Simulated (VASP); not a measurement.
# B (P6/mmm) in VASP: a series of runs

Runs on B. Level: r2SCAN. Tasks: single point, relaxation of cell and atoms.

Everything below comes from runs of VASP 6.6.1. Logs are shortened: lines on timing, memory, paths and dates and some standing lists are left out, and cuts for length are marked.

### 1 The cell of the first run

Symmetry: P6/mmm, No. 191, hexagonal system. The conventional cell has a = 3.004 Å, b = 3.004 Å, c = 1.947 Å, α = 90.00°, β = 90.00°, γ = 120.00°. Within 2.3 Å of B (site symmetry -6m2) lie 5 B at 1.73 to 1.95 Å.

### 2 Single point, r2SCAN

POSCAR

```
B
1.0
    3.0042166207      0.0000000000      0.0000000000
   -1.5021083104      2.6017279120      0.0000000000
    0.0000000000      0.0000000000      1.9474754386
B
2
Direct
    0.3333333333      0.6666666667      0.0000000000
    0.6666666667      0.3333333333      0.0000000000
```

INCAR.step1

```
SYSTEM = B
ALGO = Normal
EDIFF = 1E-4
ENCUT = 520
GGA = PE
ISMEAR = 0
LASPH = .TRUE.
LCHARG = .FALSE.
LREAL = .FALSE.
LWAVE = .TRUE.
NBANDS = 10
NELM = 80
PREC = Accurate
SIGMA = 0.1
```

INCAR.step2

```
SYSTEM = B
ALGO = Normal
EDIFF = 1E-7
ENCUT = 520
ISIF = 2
ISMEAR = 0
ISTART = 1
LASPH = .TRUE.
LCHARG = .TRUE.
LELF = .TRUE.
LMIXTAU = .TRUE.
LREAL = .FALSE.
LVHAR = .TRUE.
LWAVE = .FALSE.
METAGGA = R2SCAN
NBANDS = 10
NELM = 80
PREC = Accurate
SIGMA = 0.1
```

KPOINTS

```
k-points
0
G
  21 21 28
  0 0 0
```

Potentials or basis: VASP PAW PBE potentials, release 64 (B).

Command:

```console
> cat potpaw_PBE.64/B/POTCAR > POTCAR
> cp INCAR.step1 INCAR
> mpirun -np 1 vasp_std > vasp.out
> cp INCAR.step2 INCAR
> mpirun -np 1 vasp_std > vasp.out
```

OUTCAR:

```text
SYSTEM = B
   EDIFF = 1E-7
   ENCUT = 520
   ISIF = 2
   ISMEAR = 0
   ISTART = 1
   LASPH = .TRUE.
   LREAL = .FALSE.
   METAGGA = R2SCAN
   NELM = 80
   PREC = Accurate

 ion  position               nearest neighbor table
   1  0.333  0.667  0.000-   2 1.73   2 1.73   2 1.73
   2  0.667  0.333  0.000-   1 1.73   1 1.73   1 1.73

  LATTYP: Found a hexagonal cell.
 ALAT       =     3.0042166207
 C/A-ratio  =     0.6482473418

  Lattice vectors:

 A1 = (   3.0042166207,   0.0000000000,   0.0000000000)
 A2 = (  -1.5021083104,   2.6017279120,   0.0000000000)
 A3 = (   0.0000000000,   0.0000000000,   1.9474754386)

Analysis of symmetry for initial positions (statically):
=====================================================================
 Subroutine PRICEL returns:
 Original cell was already a primitive cell.

 Routine SETGRP: Setting up the symmetry group for a
 hexagonal supercell.

 Subroutine GETGRP returns: Found 24 space group operations
 (whereof 24 operations were pure point group operations)
 out of a pool of 24 trial point group operations.

The static configuration has the point symmetry D_6h.

Analysis of symmetry for dynamics (positions and initial velocities):
=====================================================================
 Subroutine PRICEL returns:
 Original cell was already a primitive cell.

 Routine SETGRP: Setting up the symmetry group for a
 hexagonal supercell.

 Subroutine GETGRP returns: Found 24 space group operations
 (whereof 24 operations were pure point group operations)
 out of a pool of 24 trial point group operations.

The dynamic configuration has the point symmetry D_6h.

 Subroutine INISYM returns: Found 24 space group operations
 (whereof 24 operations are pure point group operations),
 and found     1 'primitive' translations

----------------------------------------------------------------------------------------

                                     Primitive cell

  volume of cell :      15.2218

  direct lattice vectors                    reciprocal lattice vectors
     3.004216621  0.000000000  0.000000000     0.332865478  0.192179973  0.000000000
    -1.502108310  2.601727912  0.000000000     0.000000000  0.384359946  0.000000000
     0.000000000  0.000000000  1.947475439     0.000000000  0.000000000  0.513485295

  length of vectors
     3.004216621  3.004216621  1.947475439     0.384359946  0.384359946  0.513485295

  position of ions in fractional coordinates (direct lattice)
     0.333333333  0.666666667  0.000000000
     0.666666667  0.333333333  0.000000000

  ion indices of the primitive-cell ions
   primitive index   ion index
                 1           1
                 2           2

----------------------------------------------------------------------------------------

 KPOINTS: k-points

Automatic generation of k-mesh.
 Grid dimensions read from file:
 generate k-points for:   21   21   28

 Generating k-lattice:

  Cartesian coordinates                     Fractional coordinates (reciprocal lattice)
     0.015850737  0.009151427  0.000000000     0.047619048  0.000000000  0.000000000
     0.000000000  0.018302855  0.000000000     0.000000000  0.047619048  0.000000000
     0.000000000  0.000000000  0.018338761     0.000000000  0.000000000  0.035714286

  Length of vectors
     0.018302855  0.018302855  0.018338761

  Shift w.r.t. Gamma in fractional coordinates (k-lattice)
     0.000000000  0.000000000  0.000000000

 Subroutine IBZKPT returns following result:
 ===========================================

 Found    720 irreducible k-points:

 Following reciprocal coordinates:
            Coordinates               Weight
  0.000000  0.000000  0.000000      1.000000
  0.047619  0.000000  0.000000      6.000000
  0.095238  0.000000  0.000000      6.000000
  0.142857  0.000000  0.000000      6.000000
  0.190476  0.000000  0.000000      6.000000
  0.238095  0.000000  0.000000      6.000000
[... 16 lines left out ...]
  0.142857  0.095238  0.000000     12.000000
  0.190476  0.095238  0.000000     12.000000
 [... further k-points ...]
   k-points           NKPTS =    720   k-points in BZ     NKDIM =    720   number of bands    NBANDS=     10
   number of dos      NEDOS =    301   number of ions     NIONS =      2
   total plane-waves  NPLWV =   8064
   dimension x,y,z NGX =    24 NGY =   24 NGZ =   14
   dimension x,y,z NGXF=    48 NGYF=   48 NGZF=   28
   ions per type =               2
   NGX,Y,Z   is equivalent  to a cutoff of  13.28, 13.28, 11.95 a.u.
   NGXF,Y,Z  is equivalent  to a cutoff of  26.56, 26.56, 23.90 a.u.
 SYSTEM =  B
   PREC   = accura    normal or accurate (medium, high low for compatibility)
   ISTART =      1    job   : 0-new  1-cont  2-samecut
   ICHARG =      0    charge: 1-file 2-atom 10-const
   ISPIN  =      1    spin polarized calculation?
   LNONCOLLINEAR =      F non collinear calculations
   LSORBIT =      F    spin-orbit coupling
   LASPH  =      T    aspherical Exc in radial PAW
   ENCUT  =  520.0 eV  38.22 Ry    6.18 a.u.   5.59  5.59  3.62*2*pi/ulx,y,z
   NELM   =     80;   NELMIN=  2; NELMDL=  0     # of ELM steps
   EDIFF  = 0.1E-06   stopping-criterion for ELM
   LREAL  =      F    real-space projection
   EDIFFG = 0.1E-05   stopping-criterion for IOM
   NSW    =      0    number of steps for IOM
   IBRION =     -1    ionic relax: 0-MD 1-quasi-New 2-CG
   NFREE  =      0    steps in history (QN), initial steepest desc. (CG)
   ISIF   =      2    stress and relaxation
   ISYM   =      2    0-nonsym 1-usesym 2-fastsym
   POTIM  = 0.5000    time-step for ionic-motion
   TEBEG  =    0.0;   TEEND  =   0.0 temperature during run
   PSTRESS=    0.0 pullay stress
   NELECT =       6.0000    total number of electrons
   NUPDOWN=      -1.0000    fix difference up-down
   EMIN   =  10.00;   EMAX   =-10.00  energy-range for DOS
   EFERMI =   0.00;   METHOD = LEGACY
   ISMEAR =     0;   SIGMA  =   0.10  broadening in eV -4-tet -1-fermi 0-gaus
   EFERMI_NEDOS =   21; number of points for ismear=-14 and -15
   IALGO  =     38    algorithm
   IMIX   =      4    mixing-type and parameters
     AMIX     =   0.40;   BMIX     =  1.00
     AMIX_MAG =   1.60;   BMIX_MAG =  1.00
  volume/ion in A,a.u.               =       7.61        51.36
  Fermi-wavevector in a.u.,A,eV,Ry     =   1.200338  2.268310 19.603427  1.440811
  Thomas-Fermi vector in A             =   2.336177
   LORBIT       =      0    0 simple, 1 ext, 2 COOP (PROOUT), +10 PAW based schemes
   METAGGA = R2SCAN    functional components
   LHFCALC =     F    Hartree Fock is set to
   AEXX    =    0.0000 exact exchange contribution
   IVDW    =     0    specifies the selected vdW correction
   LEPSILON=     F    determine dielectric tensor
   LRPA    =     F    only Hartree local field effects (RPA)
 non-spin polarized calculation
 Gauss-broadening in eV      SIGMA  =   0.10
  energy-cutoff  :      520.00
  volume of cell :       15.22
 maximum number of plane-waves:       439
 NGX is ok and might be reduce to    24

 number of electron       6.0000000 magnetization

 Free energy of the ion-electron system (eV)
  ---------------------------------------------------
  ext. energy  EPLUGINS =         0.00000000
  ---------------------------------------------------
  free energy    TOTEN  =       -13.10226335 eV

  energy without entropy =      -13.09963568  energy(sigma->0) =      -13.10094951

 E-fermi :   5.4385     XC(G=0): -12.3253

 val. band max:        5.4361203612   @ k =   0.3810   0.1905   0.4643
 cond. band min:       5.4407449056   @ k =   0.1905   0.0476   0.3214
 fundamental gap:      0.0046245444
 Fermi energy:         5.4385172452

 k-point     1 :       0.0000    0.0000    0.0000
  band No.  band energies     occupation
      1     -10.1161      2.00000
      2       3.8622      2.00000
      3       3.8623      2.00000
      4      11.4993      0.00000
      5      11.4993      0.00000
      6      11.7162      0.00000
      7      18.7280      0.00000
      8      20.1166      0.00000
      9      27.5728      0.00000
     10      31.8153      0.00000

 k-point     2 :       0.0476    0.0000    0.0000
  band No.  band energies     occupation
      1     -10.0748      2.00000
      2       3.6215      2.00000
      3       3.7655      2.00000
      4      11.4432      0.00000
      5      11.6877      0.00000
      6      11.9204      0.00000
      7      18.7615      0.00000
      8      20.3418      0.00000
      9      27.5077      0.00000
     10      31.7843      0.00000

 k-point     3 :       0.0952    0.0000    0.0000
  band No.  band energies     occupation
      1      -9.9510      2.00000
      2       2.9778      2.00000
      3       3.5040      2.00000
      4      11.2130      0.00000
      5      12.2237      0.00000
      6      12.5472      0.00000
      7      18.8613      0.00000
      8      20.9796      0.00000
      9      27.3167      0.00000
     10      31.6889      0.00000

 k-point     4 :       0.1429    0.0000    0.0000
  band No.  band energies     occupation
      1      -9.7452      2.00000
      2       2.0833      2.00000
      3       3.1411      2.00000
      4      10.8825      0.00000
      5      13.0404      0.00000
      6      13.4409      0.00000
      7      19.0257      0.00000
      8      21.9358      0.00000
      9      27.0122      0.00000
     10      31.5275      0.00000
[... 222 lines left out ...]
 k-point    22 :       0.0952    0.0952    0.0000
  band No.  band energies     occupation
      1      -9.6220      2.00000
      2       1.7458      2.00000
      3       2.7681      2.00000
      4      11.6111      0.00000
      5      11.9870      0.00000
      6      14.5928      0.00000
      7      19.1233      0.00000
      8      22.4435      0.00000
      9      26.8375      0.00000
     10      31.4194      0.00000

 k-point    23 :       0.1429    0.0952    0.0000
  band No.  band energies     occupation
      1      -9.3355      2.00000
      2       0.8800      2.00000
      3       2.2638      2.00000
      4      11.4100      0.00000
      5      12.6347      0.00000
      6      15.8551      0.00000
      7      19.3472      0.00000
      8      23.4806      0.00000
      9      26.4511      0.00000
     10      31.2028      0.00000

 k-point    24 :       0.1905    0.0952    0.0000
  band No.  band energies     occupation
      1      -8.9693      2.00000
      2      -0.0844      2.00000
      3       1.7919      2.00000
      4      11.0823      0.00000
      5      13.6286      0.00000
      6      17.1689      0.00000
      7      19.6273      0.00000
      8      24.4722      0.00000
      9      25.9940      0.00000
     10      31.0573      0.00000

 [... further k-points ...]
[... 5 lines left out ...]
  --------------------------------------------------------------------------------------
  -------------------------------------------------------------------------------------
  Total        0.0055257      0.0055257      0.0093132     -0.0000000     -0.0000000     -0.0000000
  in kB        0.5816111      0.5816111      0.9802633     -0.0000000     -0.0000000     -0.0000000
  external PRESSURE =       0.7144952 kB  Pullay stress =       0.0000000 kB

 VOLUME and BASIS-vectors are now :
 -----------------------------------------------------------------------------
  energy-cutoff  :      520.00
  volume of cell :       15.22
      direct lattice vectors                 reciprocal lattice vectors
     3.004216621  0.000000000  0.000000000     0.332865478  0.192179973  0.000000000
    -1.502108310  2.601727912  0.000000000     0.000000000  0.384359946  0.000000000
     0.000000000  0.000000000  1.947475439     0.000000000  0.000000000  0.513485295

 POSITION                                       TOTAL-FORCE (eV/Angst)
 -----------------------------------------------------------------------------------
     -0.00000      1.73449      0.00000         0.000000      0.000000      0.000000
      1.50211      0.86724      0.00000        -0.000000      0.000000     -0.000000
 -----------------------------------------------------------------------------------
    total drift:                                0.000000     -0.000000      0.000000

  FREE ENERGIE OF THE ION-ELECTRON SYSTEM (eV)
  ---------------------------------------------------
  free  energy   TOTEN  =       -13.1022633479 eV

  energy  without entropy=      -13.0996356812  energy(sigma->0) =      -13.10094951
```

Wall time 2.3 min (1 thread of Intel Xeon 6975P-C (Granite Rapids), shared host); peak memory 0.19 GiB.

Results:

| Quantity | Value |
| --- | --- |
| Free energy | -13.1023 eV |
| Pressure | 0.1 GPa |
| Band gap on the k mesh | zero (band 3 reaches 8.79 eV, above the bottom of band 4 at 3.30 eV) |

Levels at points of the mesh, in eV from the Fermi level:
```
           k point  band 1  band 2  band 3  band 4  band 5  band 6  band 7  band 8
(0.00, 0.00, 0.00)  -15.55   -1.58   -1.58    6.06    6.06    6.28   13.29   14.68
(0.00, 0.00, 0.50)   -8.03   -6.20    3.36    3.36    5.41   11.85   11.85   17.78
```

Caveat: the PAW data sets were made with another functional, which shifts forces and pressure a little.

### 3 Relaxation of cell and atoms, r2SCAN

This run uses another cell than the first one: it holds 3 atoms, not 2.

POSCAR

```
B
1.0
    3.5789488132      0.0000000000      0.0000000000
   -1.7894744066      3.0994605911      0.0000000000
    0.0000000000      0.0000000000      2.1940512290
B
3
Direct
    0.0000000000      0.0000000000      0.0000000000
    0.3333333333      0.6666666667      0.5000000000
    0.6666666667      0.3333333333      0.5000000000
```

INCAR.step1

```
SYSTEM = B
PREC = Accurate ; ENCUT = 910
ISMEAR = 0 ; SIGMA = 0.1
LREAL = .False. ; LASPH = .True.
NELM = 120 ; GGA = PE
ALGO = Normal ; EDIFF = 1E-5
LWAVE = .True. ; LCHARG = .False.
GGA_COMPAT = .False. ; IBRION = 2
ISIF = 3 ; EDIFFG = -0.005
NELMIN = 4 ; NSW = 100
```

INCAR.step2

```
SYSTEM = B
PREC = Accurate ; ENCUT = 910
EDIFF = 1E-7 ; ISMEAR = 0
SIGMA = 0.1 ; LREAL = .False.
LASPH = .True. ; NELM = 120
ALGO = Normal ; ISIF = 3
LWAVE = .False. ; LCHARG = .False.
METAGGA = R2SCAN ; LMIXTAU = .True.
IBRION = 2 ; NSW = 90
EDIFFG = -0.04 ; ISTART = 1
GGA_COMPAT = .False. ; NELMIN = 4
```

KPOINTS

```
regular mesh
0
Gamma
  6 6 8
  0 0 0
```

Potentials or basis: VASP PAW PBE potentials, release 64 (B_h).

Command:

```console
> cat potpaw_PBE.64/B_h/POTCAR > POTCAR
> cp INCAR.step1 INCAR
> mpirun -np 1 vasp_std > vasp.out
> cp INCAR.step2 INCAR
> mpirun -np 1 vasp_std > vasp.out
```

Run time: 99 s. Hardware: 1 thread of Intel Xeon 6975P-C (Granite Rapids), shared host; peak memory 0.17 GiB.

The run converged. Its results:

```
Free energy                            : -16.9114 eV
Relaxed volume                         : 6.03 Å³/atom
Relaxed cell                           : a = 3.246 Å, b = 3.246 Å, c = 1.983 Å, α = 90.00°, β = 90.00°, γ = 120.00°
Space group after relaxing (to 0.05 Å) : P6/mmm (No. 191)
Energy gained by relaxing              : 322.4 meV/atom
Ionic steps                            : 5
Pressure after relaxing                : -0.5 GPa
```

The path:
```
step  energy change (eV)  largest force (eV/Å)  pressure (GPa)  volume (Å³)
   1              0.0000                0.0000          -36.22        24.34
   2             -0.9609                0.0000           -5.09        18.43
   3             -0.9670                0.0000           -0.31        18.07
   4             -0.9667                0.0000            1.34        17.96
   5             -0.9673                0.0000           -0.53        18.09
```

Final structure:
```
B
1.0
     3.24587    0.00000    0.00000
    -1.62294    2.81101    0.00000
     0.00000    0.00000    1.98271
B
3
Direct
  0.00000 0.00000 0.00000
  0.33333 0.66667 0.50000
  0.66667 0.33333 0.50000
```

Levels at points of the mesh, in eV from the Fermi level:
| k point | band 3 | band 4 | band 5 | band 6 | band 7 | band 8 |
| --- | --- | --- | --- | --- | --- | --- |
| (0.00, 0.00, 0.00) | -4.80 | -4.75 | -4.75 | 0.40 | 0.87 | 8.90 |
| (0.50, 0.00, 0.00) | -9.51 | -4.61 | 7.92 | 8.62 | 9.00 | 9.03 |
| (0.00, 0.00, 0.50) | 0.83 | 0.83 | 1.47 | 3.38 | 3.38 | 4.12 |
| (0.50, 0.00, 0.50) | -6.03 | -5.71 | -1.84 | 1.40 | 1.72 | 2.67 |

Caveat: the volume moved by over 15 % at a fixed basis, so the end points are rough; the PAW data sets were made with another functional, which shifts forces and pressure a little.
